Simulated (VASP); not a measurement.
# Se (Im-3m) in VASP: notebook, part 2 of 2

VASP 6.6.1. Earlier steps stand in the parts before.

## 5. Single point, PBE

Input file INCAR:

```
ALGO = Normal
EDIFF = 1E-7
ENCUT = 520
GGA = PE
ISIF = 2
ISMEAR = -1
LASPH = T
LCHARG = F
LREAL = F
LWAVE = F
NBANDS = 9
NELM = 60
PREC = Accurate
SIGMA = 0.008617333262145177
```

Input file KPOINTS:

```
k-points
0
Gamma
  10 10 10
```

Input file POSCAR:

```
Se
1.0
   -1.7034486149      1.7034486149      1.7034486149
    1.7034486149     -1.7034486149      1.7034486149
    1.7034486149      1.7034486149     -1.7034486149
Se
1
Direct
    0.0000000000      0.0000000000      0.0000000000
```

Potentials or basis: VASP PAW PBE potentials, release 64 (Se).

Run with:

```console
$ cat potpaw_PBE.64/Se/POTCAR > POTCAR
$ mpirun -np 1 vasp_std > vasp.out
```

OUTCAR:

```text
EDIFF = 1E-7
   ENCUT = 520
   GGA = PE
   ISIF = 2
   ISMEAR = -1
   LASPH = T
   LREAL = F
   NELM = 60
   PREC = Accurate

 ion  position               nearest neighbor table
   1  0.000  0.000  0.000-

  LATTYP: Found a body centered cubic cell.
 ALAT       =     3.4068972298

  Lattice vectors:

 A1 = (  -1.7034486149,   1.7034486149,   1.7034486149)
 A2 = (   1.7034486149,  -1.7034486149,   1.7034486149)
 A3 = (   1.7034486149,   1.7034486149,  -1.7034486149)

Analysis of symmetry for initial positions (statically):
=====================================================================
 Subroutine PRICEL returns:
 Original cell was already a primitive cell.

 Routine SETGRP: Setting up the symmetry group for a
 body centered cubic supercell.

 Subroutine GETGRP returns: Found 48 space group operations
 (whereof 48 operations were pure point group operations)
 out of a pool of 48 trial point group operations.

The static configuration has the point symmetry O_h .

Analysis of symmetry for dynamics (positions and initial velocities):
=====================================================================
 Subroutine PRICEL returns:
 Original cell was already a primitive cell.

 Routine SETGRP: Setting up the symmetry group for a
 body centered cubic supercell.

 Subroutine GETGRP returns: Found 48 space group operations
 (whereof 48 operations were pure point group operations)
 out of a pool of 48 trial point group operations.

The dynamic configuration has the point symmetry O_h .

 Subroutine INISYM returns: Found 48 space group operations
 (whereof 48 operations are pure point group operations),
 and found     1 'primitive' translations

----------------------------------------------------------------------------------------

[... 111 lines left out ...]
  volume/ion in A,a.u.               =      19.77       133.43
  Fermi-wavevector in a.u.,A,eV,Ry     =   1.100127  2.078939 16.466855  1.210280
  Thomas-Fermi vector in A             =   2.236533
   LORBIT       =      0    0 simple, 1 ext, 2 COOP (PROOUT), +10 PAW based schemes
   GGA     = PE    functional components
   LHFCALC =     F    Hartree Fock is set to
   AEXX    =    0.0000 exact exchange contribution
   IVDW    =     0    specifies the selected vdW correction
   LEPSILON=     F    determine dielectric tensor
   LRPA    =     F    only Hartree local field effects (RPA)
 non-spin polarized calculation
  energy-cutoff  :      520.00
  volume of cell :       19.77
 maximum number of plane-waves:       555
 NGX is ok and might be reduce to    24
   NGX = 11   NGY = 11   NGZ = 11

 number of electron       6.0000000 magnetization

 Free energy of the ion-electron system (eV)
  ---------------------------------------------------
  ext. energy  EPLUGINS =         0.00000000
  ---------------------------------------------------
  free energy    TOTEN  =        -2.88075652 eV

  energy without entropy =       -2.88040551  energy(sigma->0) =       -2.88058101

 E-fermi :   5.6997     XC(G=0): -10.7263

 val. band max:        5.6910967297   @ k =  -0.2000   0.3000   0.1000
 cond. band min:       5.7358485069   @ k =  -0.3000   0.3000   0.2000
 fundamental gap:      0.0447517772
 Fermi energy:         5.6996769271

 k-point     1 :       0.0000    0.0000    0.0000
  band No.  band energies     occupation
      1     -10.5240      2.00000
      2       8.9495      0.00000
      3       8.9495      0.00000
      4       8.9495      0.00000
      5      17.3528      0.00000
      6      18.3074      0.00000
      7      18.3074      0.00000
      8      18.3074      0.00000
      9      21.3680      0.00000
[... 265 lines left out ...]
 k-point    24 :      -0.3000    0.3000    0.1000
  band No.  band energies     occupation
      1      -8.4835      2.00000
      2       2.4332      2.00000
      3       6.1926      0.00000
      4       7.4808      0.00000
      5      14.5588      0.00000
      6      16.0424      0.00000
      7      17.8824      0.00000
      8      23.3056      0.00000
      9      24.0999      0.00000

 [... further k-points ...]

------------------------ aborting loop because EDIFF is reached ----------------------------------------

  FORCE on cell =-STRESS in cart. coord.  units (eV):
  Direction    XX          YY          ZZ          XY          YZ          ZX
  --------------------------------------------------------------------------------------
  -------------------------------------------------------------------------------------
  Total        0.2301382      0.2301382      0.2301382      0.0000000     -0.0000000      0.0000000
  in kB       18.6488569     18.6488569     18.6488569      0.0000000     -0.0000000      0.0000000
  external PRESSURE =      18.6488569 kB  Pullay stress =       0.0000000 kB

 VOLUME and BASIS-vectors are now :
 -----------------------------------------------------------------------------
  energy-cutoff  :      520.00
  volume of cell :       19.77
      direct lattice vectors                 reciprocal lattice vectors
    -1.703448615  1.703448615  1.703448615     0.000000000  0.293522209  0.293522209
     1.703448615 -1.703448615  1.703448615     0.293522209  0.000000000  0.293522209
     1.703448615  1.703448615 -1.703448615     0.293522209  0.293522209  0.000000000

 POSITION                                       TOTAL-FORCE (eV/Angst)
 -----------------------------------------------------------------------------------
      0.00000      0.00000      0.00000        -0.000000      0.000000     -0.000000
 -----------------------------------------------------------------------------------
    total drift:                                0.000000     -0.000000      0.000000

  FREE ENERGIE OF THE ION-ELECTRON SYSTEM (eV)
  ---------------------------------------------------
  free  energy   TOTEN  =        -2.8807565157 eV

  energy  without entropy=       -2.8804055107  energy(sigma->0) =       -2.88058101
```

Wall time 4.7 s (1 thread of Intel Xeon Platinum 8375C at 2.90GHz (Ice Lake), shared host); peak memory 0.14 GiB.

Results:

| Quantity | Value |
| --- | --- |
| Free energy | -2.8808 eV |
| Pressure | 1.9 GPa |
| Band gap on the k mesh | zero (band 3 reaches 8.95 eV, above the bottom of band 4 at 2.52 eV) |

## 6. The runs side by side

```csv
smearing,gap on the mesh (eV),pressure (GPa)
methfessel-paxton 0.028 eV,none,1.9
methfessel-paxton 0.272114 eV,none,2.2
fermi-dirac 0.00861733 eV,none,1.9
```

Alike in all rows: task single point; level PBE; potentials or basis VASP PAW PBE potentials, release 64 (Se); no spin polarisation; cell as given; k mesh 10 × 10 × 10; cutoff (eV) 520.

Every run on the cell as given and a fine mesh finds a metal.

Absolute energies hang on the potentials; compare differences alone.
